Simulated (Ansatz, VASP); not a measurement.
## One calculation of GaCo, two programs

The input INCAR:

```
SYSTEM = GaCo
ALGO = Fast
EDIFF = 1E-6
ENCUT = 520
GGA = PS
ISIF = 2
ISMEAR = 0
LASPH = .True.
LCHARG = .True.
LELF = .True.
LREAL = .False.
LVHAR = .True.
LWAVE = .False.
NBANDS = 18
NELM = 80
PREC = Accurate
SIGMA = 0.15
```

File KPOINTS:

```
k-points
0
Gamma
  16 16 16
  0 0 0
```

The input POSCAR:

```
GaCo
1.0
    3.1137480000      0.0000000000      0.0000000000
    0.0000000000      3.1137480000      0.0000000000
    0.0000000000      0.0000000000      2.6524520000
Ga Co
1 1
Direct
    0.5000000000      0.5000000000      0.5000000000
    0.0000000000      0.0000000000      0.0000000000
```

Input for Ansatz:

```yaml
crystal:
  lattice:
    - [3.113748, 0.0, 0.0]
    - [0.0, 3.113748, 0.0]
    - [0.0, 0.0, 2.652452]
  atoms:
    - { symbol: Ga, position: [0.5, 0.5, 0.5] }
    - { symbol: Co, position: [0.0, 0.0, 0.0] }
basis:
  ecutwfc: 420
kpoints:
  mp_grid: { grid: [16, 16, 16] }
hamiltonian:
  xc: pbesol
scf:
  occupations: { method: gaussian, width: 0.15 }
output:
  forces: true
  stress: true
  eigenvalues: true
```

Change from the starting cell: strain +0.080 along x and y, -0.080 along z, atoms carried along.

Alike in both runs: task single point; functional PBEsol; k mesh 16 × 16 × 16; occupations gaussian, width 0.15 eV; no spin polarisation.

|  | VASP | Ansatz |
| --- | --- | --- |
| version | VASP 6.6.1 | Ansatz 0.2.0 |
| potentials or method | VASP PAW PBE potentials, release 64 (Ga_d, Co), cutoff 520 eV | scalar-relativistic, plane waves, PAW |
| valence electrons in the cell | 22 | 30 |

```tsv
	VASP	Ansatz	Ansatz less VASP
gap on the k mesh at the Fermi level (eV)	none	none	-
pressure (GPa)	-15.5	-15.6	-0.14
traceless stress, the component that is largest in VASP (GPa)	12.29	12.27	-0.011
```

VASP's potentials were made for PBE, not for PBEsol. A gap of «none» marks a metal or a gap that the smearing closes. With one functional, cell and mesh, what is left measures potentials, basis and numerics. VASP's potentials hold 22 valence electrons a cell and Ansatz's 30, so a difference there can come from the potentials and not from the codes.
